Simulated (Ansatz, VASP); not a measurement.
Two plane-wave programs on LiF

Contents of INCAR:

```
  ALGO = Normal
  EDIFF = 1E-6
  ENCUT = 520
  GGA = CA
  ISIF = 2
  ISMEAR = 0
  LASPH = True
  LCHARG = False
  LREAL = False
  LWAVE = False
  NBANDS = 12
  NELM = 100
  PREC = Accurate
  SIGMA = 0.05
```

File KPOINTS:

```
k-points
0
Gamma
  10 10 10
```

Contents of POSCAR:

```
LiF
1.0
    0.0000000000      1.9837900000      2.0140000000
    2.0140000000      0.0000000000      2.0140000000
    2.0140000000      1.9837900000      0.0000000000
Li F
1 1
Direct
    0.0000000000      0.0000000000      0.0000000000
    0.5000000000      0.5000000000      0.5000000000
```

Input for Ansatz:

```yaml
crystal:
  lattice:
    - [0.0, 1.98379, 2.014]
    - [2.014, 0.0, 2.014]
    - [2.014, 1.98379, 0.0]
  atoms:
    - { symbol: Li, position: [0.0, 0.0, 0.0] }
    - { symbol: F, position: [0.5, 0.5, 0.5] }
basis:
  ecutwfc: 420
kpoints:
  mp_grid: { grid: [10, 10, 10] }
hamiltonian:
  xc: lda
scf:
  occupations: { method: gaussian, width: 0.05 }
output:
  forces: true
  stress: true
  eigenvalues: true
```

Change from the starting cell: strain -0.0150 x Voigt [0, 1, 0, 0, 0, 0], atoms carried along.

Alike in both runs: task single point; functional LDA; k mesh 10 × 10 × 10; occupations gaussian, width 0.05 eV; no spin polarisation.

|  | VASP | Ansatz |
| --- | --- | --- |
| version | VASP 6.6.1 | Ansatz 0.2.0 |
| potentials or method | VASP PAW LDA potentials, release 64 (Li_sv, F), cutoff 520 eV | scalar-relativistic, plane waves, PAW |
| valence electrons in the cell | 10 | 10 |

```tsv
	VASP	Ansatz	Ansatz less VASP
gap on the k mesh at the Fermi level (eV)	8.96	8.97	+0.004
least direct gap on the mesh (eV)	8.96	8.97	+0.004
```

LDA's correlation is that of Perdew and Zunger in VASP and of Perdew and Wang (1992) in Ansatz.

Noted on VASP's run: the cutoff is short for stress, so the pressure is rough.
